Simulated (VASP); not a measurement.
Input of a VASP 6.6.1 run:

File POSCAR:

```
SnTe
1.0
    3.8918236295      0.0000000000      0.0000000000
    0.0000000000      3.8918236295      0.0000000000
    0.0000000000      0.0000000000      3.8918236295
Sn Te
1 1
Direct
    0.0000000000      0.0000000000      0.0000000000
    0.5000000000      0.5000000000      0.5000000000
```

Contents of INCAR.step1:

```
  PREC = Accurate
  ENCUT = 520
  EDIFF = 1E-5
  ISMEAR = -1
  SIGMA = 0.02
  LREAL = False
  LASPH = True
  NELM = 100
  ALGO = Normal
  ISIF = 2
  LWAVE = True
  LCHARG = False
  NBANDS = 17
  GGA = PE
```

Contents of INCAR.step2:

```
  PREC = Accurate
  ENCUT = 520
  EDIFF = 1E-6
  ISMEAR = -1
  SIGMA = 0.02
  LREAL = False
  LASPH = True
  NELM = 100
  ALGO = Normal
  ISIF = 2
  LWAVE = False
  LCHARG = False
  GGA = PE
  LHFCALC = True
  AEXX = 0.05
  HFSCREEN = 0.2078
  PRECFOCK = Normal
  NBANDS = 17
  ISTART = 1
```

KPOINTS

```
Automatic mesh
0
Gamma
  4 4 4
```

Potentials or basis: VASP PAW PBE potentials, release 64 (Sn_d, Te).

Run with:

```bash
$ cat potpaw_PBE.64/Sn_d/POTCAR potpaw_PBE.64/Te/POTCAR > POTCAR
$ cp INCAR.step1 INCAR
$ mpirun -np 1 vasp_std > vasp.out
$ cp INCAR.step2 INCAR
$ mpirun -np 1 vasp_std > vasp.out
```

Task: Estimate the pressure.

Result: -0.3 GPa.

Task: What does it give for the band gap on the k mesh?

Result: Zero (bands 10 and 11 overlap by 1.58 eV).

Caveat: the k points lie up to 0.40 Å⁻¹ apart, too coarse for converged energies and pressures of a metal; the structure was generated, so it needn't be the stable form of SnTe; the PAW data sets were made with another functional, which shifts forces and pressure a little; spin-orbit coupling is left out, which moves the levels of the heavy elements.
